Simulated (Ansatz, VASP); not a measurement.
## Two plane-wave programs on V

```
V
1.0
    -1.51300    1.51300    1.51300
     1.51300   -1.51300    1.51300
     1.51300    1.51300   -1.51300
V
1
Direct
  0.00000 0.00000 0.00000
```

Alike in both runs: task single point; functional PBE; k mesh 6 × 6 × 6; collinear spin.

|  | VASP | Ansatz |
| --- | --- | --- |
| version | VASP 6.6.1 | Ansatz 0.2.0 |
| potentials or method | VASP PAW PBE potentials, release 64 (V_sv), cutoff 500 eV | scalar-relativistic, plane waves, PAW |
| occupations | tetrahedron | tetrahedron-uncorrected |
| valence electrons in the cell | 13 | 13 |

|  | VASP | Ansatz | Ansatz less VASP |
| --- | --- | --- | --- |
| gap on the k mesh at the Fermi level (eV) | none | none | - |
| pressure (GPa) | -1.5 | -1.6 | -0.11 |
| net moment per atom (μB) | 0.59 | 0.58 | -0.003 |
| size of the moment on the site where the two differ most (μB) | 0.48 | 0.46 | -0.022 |

Site moments also hang on the region over which each program counts them. A gap of «none» marks a metal or a gap that the smearing closes. Ansatz's warnings: band table not solved further.

The k mesh is coarse, so the values compare programs but aren't converged.
